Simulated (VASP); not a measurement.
# ZnSe (I-4m2) in VASP: further runs

Runs on ZnSe. Level: r2SCAN. Tasks: single point.

Program: VASP 6.6.1. These are calculated values, not measurements. Logs are shortened: lines on timing, memory, paths and dates and some standing lists are left out, and cuts for length are marked.

## (1) The cell of the first run

It takes space group I-4m2 (No. 119, tetragonal). Conventional cell: a = 4.006 Å, b = 4.006 Å, c = 5.213 Å, α = 90.00°, β = 90.00°, γ = 90.00°. Zn (site symmetry -4m2) has 4 Se at 2.39 Å within 3.2 Å. Within 3.2 Å of Se (site symmetry -4m2) lie 4 Zn at 2.39 Å.

## (2) Single point, r2SCAN (strain +0.000 along x and y, -0.080 along z)

POSCAR reads:

```
ZnSe
1.0
    0.0000000000      2.8329452336      2.6063096149
    2.8329452336      0.0000000000      2.6063096149
    2.8329452336      2.8329452336      0.0000000000
Zn Se
1 1
Direct
    0.0000000000      0.0000000000      0.0000000000
    0.7500000000      0.7500000000      0.7500000000
```

INCAR.step1 reads:

```
ALGO = Normal ; EDIFF = 1E-4
ENCUT = 520 ; GGA = PE
ISMEAR = 0 ; LASPH = True
LCHARG = False ; LREAL = False
LWAVE = True ; NBANDS = 16
NELM = 100 ; PREC = Accurate
SIGMA = 0.05
```

INCAR.step2 reads:

```
ALGO = Normal ; EDIFF = 1E-6
ENCUT = 520 ; ISIF = 2
ISMEAR = 0 ; ISTART = 1
LASPH = True ; LCHARG = False
LMIXTAU = True ; LREAL = False
LWAVE = False ; METAGGA = R2SCAN
NBANDS = 16 ; NELM = 100
PREC = Accurate ; SIGMA = 0.05
```

KPOINTS reads:

```
k-points
0
Gamma
  8 8 8
```

Potentials or basis: VASP PAW PBE potentials, release 64 (Zn, Se).

Launch:

```console
$ cat potpaw_PBE.64/Zn/POTCAR potpaw_PBE.64/Se/POTCAR > POTCAR
$ cp INCAR.step1 INCAR
$ mpirun -np 1 vasp_std > vasp.out
$ cp INCAR.step2 INCAR
$ mpirun -np 1 vasp_std > vasp.out
```

OUTCAR:

```text
EDIFF = 1E-6
   ENCUT = 520
   ISIF = 2
   ISMEAR = 0
   ISTART = 1
   LASPH = True
   LREAL = False
   METAGGA = R2SCAN
   NELM = 100
   PREC = Accurate

 ion  position               nearest neighbor table
   1  0.000  0.000  0.000-   2 2.39   2 2.39   2 2.39   2 2.39
   2  0.750  0.750  0.750-   1 2.39   1 2.39   1 2.39   1 2.39

  LATTYP: Found a body centered tetragonal cell.
 ALAT       =     4.0063895708
 C/A-ratio  =     1.3010764774

  Lattice vectors:

 A1 = (   0.0000000000,  -2.8329452336,  -2.6063096149)
 A2 = (   0.0000000000,   2.8329452336,  -2.6063096149)
 A3 = (   2.8329452336,   0.0000000000,   2.6063096149)

Analysis of symmetry for initial positions (statically):
=====================================================================
 Subroutine PRICEL returns:
 Original cell was already a primitive cell.

 Routine SETGRP: Setting up the symmetry group for a
 body centered tetragonal supercell.

 Subroutine GETGRP returns: Found  8 space group operations
 (whereof  8 operations were pure point group operations)
 out of a pool of 16 trial point group operations.

The static configuration has the point symmetry D_2d.

Analysis of symmetry for dynamics (positions and initial velocities):
=====================================================================
 Subroutine PRICEL returns:
 Original cell was already a primitive cell.

 Routine SETGRP: Setting up the symmetry group for a
 body centered tetragonal supercell.

 Subroutine GETGRP returns: Found  8 space group operations
 (whereof  8 operations were pure point group operations)
 out of a pool of 16 trial point group operations.

The dynamic configuration has the point symmetry D_2d.

 Subroutine INISYM returns: Found  8 space group operations
 (whereof  8 operations are pure point group operations),
 and found     1 'primitive' translations

----------------------------------------------------------------------------------------

                                     Primitive cell

  volume of cell :      41.8343

  direct lattice vectors                    reciprocal lattice vectors
     0.000000000  2.832945234  2.606309615    -0.176494764  0.176494764  0.191842135
     2.832945234  0.000000000  2.606309615     0.176494764 -0.176494764  0.191842135
     2.832945234  2.832945234  0.000000000     0.176494764  0.176494764 -0.191842135

  length of vectors
[... 81 lines left out ...]
   NELM   =    100;   NELMIN=  2; NELMDL=  0     # of ELM steps
   EDIFF  = 0.1E-05   stopping-criterion for ELM
   LREAL  =      F    real-space projection
   EDIFFG = 0.1E-04   stopping-criterion for IOM
   NSW    =      0    number of steps for IOM
   IBRION =     -1    ionic relax: 0-MD 1-quasi-New 2-CG
   NFREE  =      0    steps in history (QN), initial steepest desc. (CG)
   ISIF   =      2    stress and relaxation
   ISYM   =      2    0-nonsym 1-usesym 2-fastsym
   POTIM  = 0.5000    time-step for ionic-motion
   TEBEG  =    0.0;   TEEND  =   0.0 temperature during run
   PSTRESS=    0.0 pullay stress
   NELECT =      18.0000    total number of electrons
   NUPDOWN=      -1.0000    fix difference up-down
   EMIN   =  10.00;   EMAX   =-10.00  energy-range for DOS
   EFERMI =   0.00;   METHOD = LEGACY
   ISMEAR =     0;   SIGMA  =   0.05  broadening in eV -4-tet -1-fermi 0-gaus
   EFERMI_NEDOS =   21; number of points for ismear=-14 and -15
   IALGO  =     38    algorithm
   IMIX   =      4    mixing-type and parameters
     AMIX     =   0.40;   BMIX     =  1.00
     AMIX_MAG =   1.60;   BMIX_MAG =  1.00
  volume/ion in A,a.u.               =      20.92       141.16
  Fermi-wavevector in a.u.,A,eV,Ry     =   1.235914  2.335539 20.782670  1.527483
  Thomas-Fermi vector in A             =   2.370544
   LORBIT       =      0    0 simple, 1 ext, 2 COOP (PROOUT), +10 PAW based schemes
   METAGGA = R2SCAN    functional components
   LHFCALC =     F    Hartree Fock is set to
   AEXX    =    0.0000 exact exchange contribution
   IVDW    =     0    specifies the selected vdW correction
   LEPSILON=     F    determine dielectric tensor
   LRPA    =     F    only Hartree local field effects (RPA)
 non-spin polarized calculation
 Gauss-broadening in eV      SIGMA  =   0.05
  energy-cutoff  :      520.00
  volume of cell :       41.83
 maximum number of plane-waves:      1170
 NGX is ok and might be reduce to    30
   NGX = 15   NGY = 15   NGZ = 15

 number of electron      17.9999999 magnetization

 Free energy of the ion-electron system (eV)
  ---------------------------------------------------
  ext. energy  EPLUGINS =         0.00000000
  ---------------------------------------------------
  free energy    TOTEN  =       -24.82103075 eV

  energy without entropy =      -24.82103075  energy(sigma->0) =      -24.82103075

 E-fermi :   2.4485     XC(G=0): -10.3432

 val. band max:        2.2409134876   @ k =   0.0000   0.0000   0.0000
 cond. band min:       4.2833216859   @ k =   0.0000   0.0000   0.0000
 fundamental gap:      2.0424081983
 Fermi energy:         2.4484961784

 k-point     1 :       0.0000    0.0000    0.0000
  band No.  band energies     occupation
      1     -12.2369      2.00000
      2      -4.9754      2.00000
      3      -4.9754      2.00000
      4      -4.9395      2.00000
      5      -4.4894      2.00000
      6      -4.4690      2.00000
[... 433 lines left out ...]
      3      -4.8380      2.00000
      4      -4.7582      2.00000
      5      -4.4897      2.00000
      6      -4.4495      2.00000
[... 8 lines left out ...]
     15      14.5004      0.00000
     16      15.5309      0.00000

 [... further k-points ...]

------------------------ aborting loop because EDIFF is reached ----------------------------------------

  FORCE on cell =-STRESS in cart. coord.  units (eV):
  Direction    XX          YY          ZZ          XY          YZ          ZX
  --------------------------------------------------------------------------------------
  -------------------------------------------------------------------------------------
  Total        1.4849593      1.4849593      2.0939332      0.0000000      0.0000000      0.0000000
  in kB       56.8712516     56.8712516     80.1938474      0.0000000      0.0000000      0.0000000
  external PRESSURE =      64.6454502 kB  Pullay stress =       0.0000000 kB

 VOLUME and BASIS-vectors are now :
 -----------------------------------------------------------------------------
  energy-cutoff  :      520.00
  volume of cell :       41.83
      direct lattice vectors                 reciprocal lattice vectors
     0.000000000  2.832945234  2.606309615    -0.176494764  0.176494764  0.191842135
     2.832945234  0.000000000  2.606309615     0.176494764 -0.176494764  0.191842135
     2.832945234  2.832945234  0.000000000     0.176494764  0.176494764 -0.191842135

 POSITION                                       TOTAL-FORCE (eV/Angst)
 -----------------------------------------------------------------------------------
      0.00000      0.00000      0.00000         0.000000      0.000000     -0.000000
      4.24942      4.24942      3.90946        -0.000000     -0.000000      0.000000
 -----------------------------------------------------------------------------------
    total drift:                               -0.000003     -0.000003     -0.000063

  FREE ENERGIE OF THE ION-ELECTRON SYSTEM (eV)
  ---------------------------------------------------
  free  energy   TOTEN  =       -24.8210307489 eV

  energy  without entropy=      -24.8210307489  energy(sigma->0) =      -24.82103075
```

It took 2.7 min on 1 thread of Intel Xeon 8259CL, shared host; peak memory 0.2 GiB.

Results:

* Free energy: -24.8210 eV
* Pressure: 6.5 GPa
* Band gap on the k mesh: 2.04 eV

Levels at points of the mesh, in eV from the valence-band top:
```tsv
k point	band 7	band 8	band 9	band 10	band 11	band 12
(0.00, 0.00, 0.00)	-0.28	-0.28	0.00	2.04	6.12	6.15
(0.50, 0.00, 0.00)	-6.04	-1.44	-0.94	2.93	6.30	7.17
(0.50, 0.50, 0.00)	-5.00	-3.05	-3.05	2.69	3.10	12.41
(0.50, 0.00, 0.50)	-5.50	-2.64	-2.45	3.13	3.98	11.63
```

Caveat: the cell differs from its parent crystal (strain +0.000 along x and y, -0.080 along z); the cell stands under pressure; the PAW data sets were made with another functional, which shifts forces and pressure a little.

## (3) Single point, r2SCAN (strain +0.000 along x and y, -0.040 along z)

POSCAR reads:

```
ZnSe
1.0
    0.0000000000      2.8329452336      2.7196274243
    2.8329452336      0.0000000000      2.7196274243
    2.8329452336      2.8329452336      0.0000000000
Zn Se
1 1
Direct
    0.0000000000      0.0000000000      0.0000000000
    0.7500000000      0.7500000000      0.7500000000
```

INCAR.step1 reads:

```
PREC     = Accurate       # precision mode
ENCUT    = 520            # plane-wave cutoff, eV
ISMEAR   = 0              # smearing method
SIGMA    = 0.05           # smearing width, eV
LREAL    = F              # projectors in reciprocal space
LASPH    = T              # aspherical terms in the spheres
NELM     = 100            # most SCF steps
NBANDS   = 16             # bands
GGA      = PE             # functional
ALGO     = Normal         # electronic algorithm
EDIFF    = 1E-4           # SCF threshold, eV
LWAVE    = T              # write WAVECAR
LCHARG   = F              # write CHGCAR
```

INCAR.step2 reads:

```
PREC     = Accurate       # precision mode
ENCUT    = 520            # plane-wave cutoff, eV
EDIFF    = 1E-6           # SCF threshold, eV
ISMEAR   = 0              # smearing method
SIGMA    = 0.05           # smearing width, eV
LREAL    = F              # projectors in reciprocal space
LASPH    = T              # aspherical terms in the spheres
NELM     = 100            # most SCF steps
ALGO     = Normal         # electronic algorithm
ISIF     = 2              # what is computed and relaxed
LWAVE    = F              # write WAVECAR
LCHARG   = T              # write CHGCAR
METAGGA  = R2SCAN         # meta-GGA
LMIXTAU  = T            
LELF     = T              # ELF
LVHAR    = T            
NBANDS   = 16             # bands
ISTART   = 1
```

KPOINTS reads:

```
Automatic mesh
0
Gamma
  8 8 8
```

Potentials or basis: VASP PAW PBE potentials, release 64 (Zn, Se).

Launch:

```console
$ cat potpaw_PBE.64/Zn/POTCAR potpaw_PBE.64/Se/POTCAR > POTCAR
$ cp INCAR.step1 INCAR
$ mpirun -np 1 vasp_std > vasp.out
$ cp INCAR.step2 INCAR
$ mpirun -np 1 vasp_std > vasp.out
```

It took 2.9 min on 1 thread of Intel Xeon 8259CL, shared host; peak memory 0.19 GiB.

The run converged. Its results:

| Quantity | Value |
| --- | --- |
| Free energy | -24.8877 eV |
| Pressure | 3.0 GPa |
| Band gap on the k mesh | 1.95 eV |

Stress tensor (GPa, compression positive):
```
2.51 0.00 0.00
0.00 2.51 0.00
0.00 0.00 3.85
```

Levels at points of the mesh, in eV from the valence-band top:
```
           k point  band 5  band 6  band 7  band 8  band 9  band 10  band 11  band 12  band 13  band 14
(0.00, 0.00, 0.00)   -6.50   -6.50   -0.15   -0.15    0.00     1.95     6.20     6.22     6.22    10.68
(0.50, 0.00, 0.00)   -6.47   -6.33   -5.68   -1.17   -0.92     3.01     6.59     6.97     9.11    11.82
(0.50, 0.50, 0.00)   -6.44   -6.27   -4.91   -2.64   -2.64     3.01     3.50    12.02    12.24    12.24
(0.50, 0.00, 0.50)   -6.45   -6.32   -5.15   -2.44   -2.36     3.22     3.91    11.59    12.00    12.43
```

Caveat: the cell differs from its parent crystal (strain +0.000 along x and y, -0.040 along z); the PAW data sets were made with another functional, which shifts forces and pressure a little.
